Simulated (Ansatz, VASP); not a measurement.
# One calculation of B5C2, two programs

```
B C
1.0
     0.00000    3.01989    3.01989
     3.01989    0.00000    3.01989
     3.01989    3.01989    0.00000
B C
5 2
Direct
  0.10256 0.10256 0.10256
  0.10256 0.10256 0.69231
  0.10256 0.69231 0.10256
  0.69231 0.10256 0.10256
  0.50000 0.50000 0.50000
  0.25000 0.25000 0.25000
  0.75000 0.75000 0.75000
```

Alike in both runs: functional PBE; k mesh 4 × 4 × 4; occupations gaussian, width 0.2 eV; no spin polarisation.

Ansatz relaxed the structure, and its values are those at the end. VASP's run is a single point on that final structure, the one shown.

|  | VASP | Ansatz |
| --- | --- | --- |
| version | VASP 6.6.1 | Ansatz 0.2.0 |
| potentials or method | VASP PAW PBE potentials, release 64 (B, C), cutoff 600 eV | scalar-relativistic, plane waves, PAW |
| valence electrons in the cell | 23 | 23 |

|  | VASP | Ansatz | Ansatz less VASP |
| --- | --- | --- | --- |
| gap on the k mesh at the Fermi level (eV) | none | none | - |
| pressure (GPa) | -0.3 | -0.2 | +0.07 |
| rms of the force components (eV/Å) | 0.009 | 0.005 | -0.0036 |

A gap of «none» marks a metal or a gap that the smearing closes. The functional is the same, so the differences come from potentials, cutoffs and numerics.

The k mesh is coarse, so the values compare programs but aren't converged.
